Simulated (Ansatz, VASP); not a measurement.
**One calculation of CsSnBr3, two programs**

POSCAR

```
CsSnBr3
1.0
    5.7219082334      0.0000000000      0.0000000000
    0.0000000000      5.7219082334      0.0000000000
    0.0000000000      0.0000000000      5.7219082334
Cs Sn Br
1 1 3
Direct
    0.0000000000      0.0000000000      0.0000000000
    0.5000000000      0.5000000000      0.5000000000
    0.5000000000      0.5000000000      0.0000000000
    0.5000000000      0.0000000000      0.5000000000
    0.0000000000      0.5000000000      0.5000000000
```

File INCAR.step1:

```
PREC = Accurate ; ENCUT = 550
ISMEAR = 0 ; SIGMA = 0.01
LREAL = F ; LASPH = T
NELM = 120 ; NBANDS = 30
GGA = PE ; ALGO = Normal
EDIFF = 1E-5 ; LWAVE = T
LCHARG = F ; GGA_COMPAT = F
```

File INCAR.step2:

```
PREC = Accurate ; ENCUT = 550
EDIFF = 1E-6 ; ISMEAR = 0
SIGMA = 0.01 ; LREAL = F
LASPH = T ; NELM = 120
ALGO = Normal ; ISIF = 2
LWAVE = F ; LCHARG = F
METAGGA = R2SCAN ; LMIXTAU = T
NBANDS = 30 ; ISTART = 1
GGA_COMPAT = F
```

KPOINTS

```
regular mesh
0
Gamma
  4 4 4
```

Input for Ansatz:

```yaml
crystal:
  lattice:
    - [5.7219082334, 0.0, 0.0]
    - [0.0, 5.7219082334, 0.0]
    - [0.0, 0.0, 5.7219082334]
  atoms:
    - { symbol: Cs, position: [0.0, 0.0, 0.0] }
    - { symbol: Sn, position: [0.5, 0.5, 0.5] }
    - { symbol: Br, position: [0.5, 0.5, 0.0] }
    - { symbol: Br, position: [0.5, 0.0, 0.5] }
    - { symbol: Br, position: [0.0, 0.5, 0.5] }
kpoints:
  mp_grid: { grid: [4, 4, 4] }
hamiltonian:
  xc: r2scan
scf:
  occupations: { method: fixed }
  n_extra_bands: 5
output:
  forces: true
  stress: true
  eigenvalues: true
```

Alike in both runs: task single point; functional r2SCAN; k mesh 4 × 4 × 4; no spin polarisation.

```csv
,VASP,Ansatz
version,VASP 6.6.1,Ansatz 0.2.0
potentials or method,"VASP PAW PBE potentials, release 64 (Cs_sv, Sn_d, Br)","plane waves, PAW"
plane-wave cutoff (eV),550,500
occupations,"gaussian, width 0.01 eV",fixed
valence electrons in the cell,44,44
```

```csv
,VASP,Ansatz,Ansatz less VASP
gap on the k mesh at the Fermi level (eV),0.32,0.31,-0.008
pressure (GPa),1.6,1.6,-0.01
```

VASP's potentials were made for PBE, not for r2SCAN.

Neither program's run includes spin-orbit coupling.
